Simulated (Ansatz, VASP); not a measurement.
**Re: VASP beside Ansatz**

File INCAR:

```
ALGO = Normal
EDIFF = 1E-6
ENCUT = 560
GGA = PE
GGA_COMPAT = False
ISIF = 2
ISMEAR = 0
LASPH = True
LCHARG = False
LREAL = False
LWAVE = False
NBANDS = 14
NELM = 120
PREC = Accurate
SIGMA = 0.15
```

The input KPOINTS:

```
k-points
0
Gamma
  10 10 10
```

File POSCAR:

```
Re
1.0
    0.0000000000      2.3041854906      1.5262924690
    2.3041854906      0.0000000000      1.5262924690
    2.3041854906      2.3041854906      0.0000000000
Re
1
Direct
    0.0000000000      0.0000000000      0.0000000000
```

Input for Ansatz:

```yaml
crystal:
  lattice:
    - [0.0, 2.3041854906, 1.526292469]
    - [2.3041854906, 0.0, 1.526292469]
    - [2.3041854906, 2.3041854906, 0.0]
  atoms:
    - { symbol: Re, position: [0.0, 0.0, 0.0] }
basis:
  ecutwfc: 420
kpoints:
  mp_grid: { grid: [10, 10, 10] }
hamiltonian:
  xc: pbe
scf:
  occupations: { method: gaussian, width: 0.15 }
output:
  forces: true
  stress: true
  eigenvalues: true
```

Alike in both runs: task single point; functional PBE; k mesh 10 × 10 × 10; occupations gaussian, width 0.15 eV; no spin polarisation.

```csv
,VASP,Ansatz
version,VASP 6.6.1,Ansatz 0.2.0
potentials or method,"VASP PAW PBE potentials, release 64 (Re_sv_GW), cutoff 560 eV","scalar-relativistic, plane waves, PAW"
valence electrons in the cell,15,15
```

```tsv
	VASP	Ansatz	Ansatz less VASP
gap on the k mesh at the Fermi level (eV)	none	none	-
pressure (GPa)	-22.7	-21.3	+1.38
traceless stress, the component that is largest in VASP (GPa)	-0.35	-0.34	+0.011
```

A gap of «none» marks a metal or a gap that the smearing closes. With one functional, cell and mesh, what is left measures potentials, basis and numerics.

Neither program's run includes spin-orbit coupling.
